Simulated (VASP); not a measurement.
Write the native input for VASP 6.6.1 that does the following.

| Item | Value |
| --- | --- |
| Task | single point |
| Functional | PBE |
| Dispersion | D3(BJ) |
| Potentials or basis | VASP PAW PBE potentials, release 64 (C) |
| Cutoff | 520 eV |
| k mesh | 1 × 1 × 1, shifted |
| Occupations | fermi-dirac, width 0.2327 eV |
| Spin | no spin polarisation |
| Dipole correction | no |
| Further INCAR settings | LREAL = Auto; ALGO = Normal; EDIFF = 1e-06; NBANDS = 61; ISYM = -1 |

The structure of C lies in POSCAR:

```
C
1.0
    5.9111080000      0.1283830000     -0.2596240000
    0.1283830000      5.8482670000     -0.1913210000
   -0.2596240000     -0.1913210000      6.0554800000
C
22
Direct
    0.7955498105      0.5160568286      0.0243266153
    1.0194242026      0.8493192255      0.3621418274
   -0.0297579015      0.7400795231      0.6699590931
    0.4275184377      0.4554878908      1.1385101504
    0.4369787250      0.1975102225      0.1583420336
   -0.1527067261      0.2270287454      0.0114037261
    0.2577605372      0.4148935616      0.5382231752
    0.4436999613      0.7553443389      0.4145331820
    0.9031714560      0.6859119503      0.1853120391
    0.3001682147      0.1163879544      0.3186337553
    0.3904076408      0.5346310477      0.9223233072
    0.9768308408      0.9277745581      0.7994564405
    0.6929741163      0.7431291674      0.7020498668
    0.4333409738      0.5069074261      0.4182687009
    0.1227205404      0.2347458026      0.4009249472
    0.6542413170      0.6021242201      0.8439882149
    1.0248551086      0.1147768214      0.8903438206
    0.2582103519      0.8758574703      0.3532396328
    0.5431955257      0.9025348701      0.6161893804
    0.8131387665      0.9106790966      0.2104458069
    0.6756044270      1.0831897363      0.1322484869
    0.2255200384      0.4712856662      0.7697761795
```

The input as run:

INCAR

```
SYSTEM = C
PREC = Accurate
ENCUT = 520
EDIFF = 1E-6
ISMEAR = -1
SIGMA = 0.2327
LREAL = Auto
LASPH = .True.
NELM = 120
ALGO = Normal
ISIF = 2
LWAVE = .False.
LCHARG = .False.
GGA = PE
IVDW = 12
NBANDS = 61
ISYM = -1
GGA_COMPAT = .False.
```

KPOINTS

```
explicit points
1
Reciprocal
  0.25000000   0.25000000   0.25000000 1
```

Potentials or basis: VASP PAW PBE potentials, release 64 (C).

Command:

```bash
$ cat potpaw_PBE.64/C/POTCAR > POTCAR
$ mpirun -np 1 vasp_std > vasp.out
```

It gave:

* Pressure: 1.1 GPa
* Largest force: 7.935 eV/Å
* Dispersion energy per atom: -0.150 eV

Caveat: the atoms stand as in a frame of molecular dynamics.

Wall time 67 s on 1 thread of Intel Xeon 8259CL (shared host), peak memory 0.3 GiB.
